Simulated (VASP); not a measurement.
Mn:

```xyz
2
Lattice="2.5518 0.0000 0.0000 -1.2759 2.2099 0.0000 0.0000 0.0000 4.1671" Properties=species:S:1:pos:R:3 pbc="T T T"
Mn    0.0000    1.4733    1.0418
Mn    1.2759    0.7366    3.1253
```

* Program: VASP 6.6.1
* Task: relaxation of cell and atoms
* Functional: LDA
* Potentials or basis: VASP PAW LDA potentials, release 64 (Mn_pv)
* Cutoff: 600 eV
* k mesh: 14 × 14 × 8
* Occupations: fermi-dirac, width 0.1 eV
* Spin: no spin polarisation

At the start: pressure -36.3 GPa; volume 11.75 Å³/atom.

Question: How do energy, volume and symmetry change on relaxing?

Answer: Over 6 steps the energy falls by 221.6 meV/atom and the volume is 10.06 Å³/atom (-14.4 %); space group P6_3/mmc (No. 194, to 0.05 Å).

The path:
| step | energy change (eV) | largest force (eV/Å) | pressure (GPa) | volume (Å³) |
| --- | --- | --- | --- | --- |
| 1 | 0.0000 | 0.0000 | -36.29 | 23.50 |
| 2 | 1.2538 | 0.0000 | 149.74 | 15.56 |
| 3 | -0.4390 | 0.0000 | -4.07 | 20.37 |
| 4 | -0.4419 | 0.0000 | -1.09 | 20.19 |
| 5 | -0.4421 | 0.0000 | 0.16 | 20.12 |
| 6 | -0.4432 | 0.0000 | 0.03 | 20.12 |

Final structure:
```xyz
2
Lattice="2.4337 0.0000 0.0000 -1.2169 2.1077 0.0000 0.0000 0.0000 3.9224" Properties=species:S:1:pos:R:3 pbc="T T T"
Mn    0.0000    1.4051    0.9806
Mn    1.2169    0.7026    2.9418
```

Caveat: the run has no spin polarisation, though such a crystal can be magnetic.
